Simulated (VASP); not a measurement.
## BAs: relaxation of the atoms with LDA

The system is BAs.

```
B As
1.0
     0.00000    2.34233    2.38018
     2.34233    0.00000    2.38018
     2.34233    2.34233    0.00000
B As
1 1
Direct
  0.00000 0.00000 0.00000
  0.25000 0.25000 0.25000
```

This cell differs from its parent crystal: strained cell.

```yaml
Program: VASP 6.6.1
Task: relaxation of the atoms
Functional: LDA
Potentials_or_basis: VASP PAW LDA potentials, release 64 (B, As)
Cutoff: 450 eV
k_mesh: 8 × 8 × 8
Occupations: gaussian, width 0.02 eV
Spin: no spin polarisation
Dipole_correction: no
Further_INCAR_settings: ALGO = Normal; EDIFF = 1e-07; IBRION = 2; EDIFFG = -0.002; NSW = 60
```

- Pressure after relaxing: 3.2 GPa
- Band gap on the k mesh: 0.98 eV (least direct gap 3.22 eV)

Stress tensor (GPa, compression positive):
```
4.37 0.00 0.00
0.00 4.37 0.00
0.00 0.00 0.84
```

Final structure:
```
B As
1.0
     0.00000    2.34233    2.38018
     2.34233    0.00000    2.38018
     2.34233    2.34233    0.00000
B As
1 1
Direct
  0.00000 0.00000 0.00000
  0.25000 0.25000 0.25000
```

Levels at points of the mesh, in eV from the valence-band top:
```tsv
k point	band 2	band 3	band 4	band 5	band 6	band 7
(0.00, 0.00, 0.00)	-0.16	0.00	0.00	3.22	3.22	3.32
(0.50, 0.00, 0.00)	-9.13	-2.04	-1.84	2.88	4.69	4.82
(0.50, 0.50, 0.00)	-8.81	-4.20	-4.20	1.39	1.44	11.58
(0.50, 0.00, 0.50)	-8.68	-4.38	-4.35	1.18	1.25	11.46
```

Run time: 13 s on 1 thread of AMD EPYC 7R13, with other jobs on the host, peak memory 0.13 GiB.

Caveat: the cell differs from its parent crystal (strained cell). A k mesh can miss the band edges.
